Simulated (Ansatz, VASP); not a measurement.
**Two plane-wave programs on CdSi3**

```
Cd Si
1.0
     4.14292    0.00000    0.00000
     0.00000    4.14292    0.00000
     0.00000    0.00000    4.02238
Cd Si
1 3
Direct
  0.00000 0.00000 0.00000
  0.00000 0.50000 0.50000
  0.50000 0.00000 0.50000
  0.50000 0.50000 0.00000
```

Alike in both runs: functional PBE; k mesh 4 × 4 × 4; occupations gaussian, width 0.1 eV; no spin polarisation.

Ansatz relaxed the structure, and its values are those at the end. VASP's run is a single point on that final structure, the one shown.

|  | VASP | Ansatz |
| --- | --- | --- |
| version | VASP 6.6.1 | Ansatz 0.2.0 |
| potentials or method | VASP PAW PBE potentials, release 64 (Cd, Si), cutoff 520 eV | scalar-relativistic, plane waves, PAW |
| valence electrons in the cell | 24 | 32 |

```csv
,VASP,Ansatz,Ansatz less VASP
gap on the k mesh at the Fermi level (eV),none,none,-
pressure (GPa),0.1,-0.2,-0.28
```

A gap of «none» marks a metal or a gap that the smearing closes. VASP's potentials hold 24 valence electrons a cell and Ansatz's 32, so a difference there can come from the potentials and not from the codes.

The k mesh is coarse, so the values compare programs but aren't converged.
